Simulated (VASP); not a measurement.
## CdTe: single point with LDA

Crystal: CdTe.

```xyz
4
Lattice="3.0653 -3.0946 0.0000 3.0653 3.0946 0.0000 0.0000 0.0000 6.0907" Properties=species:S:1:pos:R:3 pbc="T T T"
Cd    3.0653    1.3800    4.5680
Cd    3.0653   -1.3800    1.5227
Te    3.0653   -1.6472    4.5680
Te    3.0653    1.6472    1.5227
```

| Quantity | Value |
| --- | --- |
| Program | VASP 6.6.1 |
| Task | single point |
| Functional | LDA |
| Potentials or basis | VASP PAW LDA potentials, release 64 (Cd, Te) |
| Cutoff | 520 eV |
| k mesh | 4 × 4 × 4 |
| Occupations | fermi-dirac, width 0.02 eV |
| Spin | no spin polarisation |

* Pressure: -4.6 GPa
* Largest force: 0.091 eV/Å
* Band gap on the k mesh: zero (bands 18 and 19 overlap by 1.40 eV)

Forces in eV/Å, atoms in the order of the input:
```
Cd   0.000  0.024  0.000
Cd   0.000 -0.024  0.000
Te   0.000  0.091  0.000
Te   0.000 -0.091  0.000
```

Stress tensor (GPa, compression positive):
```
-4.35  0.00  0.00
 0.00 -4.07  0.00
 0.00  0.00 -5.25
```

Levels at points of the mesh, in eV from the Fermi level:
| k point | band 14 | band 15 | band 16 | band 17 | band 18 | band 19 | band 20 | band 21 | band 22 | band 23 |
| --- | --- | --- | --- | --- | --- | --- | --- | --- | --- | --- |
| (0.00, 0.00, 0.00) | -2.01 | -1.97 | -1.41 | -0.42 | -0.39 | -0.31 | 0.11 | 4.28 | 6.94 | 7.10 |
| (0.50, 0.00, 0.00) | -3.94 | -2.29 | -2.27 | -0.20 | -0.13 | 2.50 | 2.56 | 4.43 | 4.51 | 4.72 |
| (0.50, 0.50, 0.00) | -3.97 | -1.98 | -1.96 | -1.92 | -1.91 | -1.37 | -1.31 | 4.16 | 4.35 | 8.85 |
| (0.00, 0.00, 0.50) | -2.89 | -1.27 | -1.27 | -1.21 | -1.21 | 1.54 | 1.54 | 5.09 | 5.09 | 5.51 |
| (0.50, 0.00, 0.50) | -5.08 | -0.02 | -0.02 | 0.04 | 0.04 | 2.67 | 2.67 | 3.93 | 3.93 | 4.03 |
| (0.50, 0.50, 0.50) | -3.40 | -3.09 | -3.09 | -3.07 | -3.07 | 2.33 | 2.33 | 4.70 | 4.70 | 6.70 |

Run time: 59 s on 1 thread of Intel Xeon 8259CL (shared host), peak memory 0.21 GiB.

Caveat: the k points lie up to 0.36 Å⁻¹ apart, too coarse for converged energies and pressures of a metal; spin-orbit coupling is left out, which moves the levels of the heavy elements.
